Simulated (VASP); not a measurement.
WSe2, 6 atoms in the cell. The cell holds a slab with vacuum, 6 atoms: a = 3.285 Å, b = 3.285 Å, c = 24.239 Å, α = 90.00°, β = 90.00°, γ = 120.00°. 

- Program: VASP 6.6.1
- Task: single point
- Functional: PBE
- Dispersion: D3(BJ)
- Potentials or basis: VASP PAW PBE potentials, release 64 (Se, W_sv)
- Cutoff: 520 eV
- k mesh: 9 × 9 × 1
- Occupations: gaussian, width 0.05 eV
- Spin: no spin polarisation
- Dipole correction: yes
- Further INCAR settings: ALGO = Normal; EDIFF = 1e-06; NBANDS = 35

Potentials or basis: VASP PAW PBE potentials, release 64 (Se, W_sv).

Run with:

```sh
$ cat potpaw_PBE.64/Se/POTCAR potpaw_PBE.64/W_sv/POTCAR > POTCAR
$ mpirun -np 1 vasp_std > vasp.out
```

Hardware: 1 thread of Intel Xeon 8259CL, with other jobs on the host.

Problem. How long does it take, and how much memory?

Solution. It took 3.3 min on 1 thread of Intel Xeon 8259CL, with other jobs on the host, peak memory 0.35 GiB. Counts: scf iterations 21, k points 12.
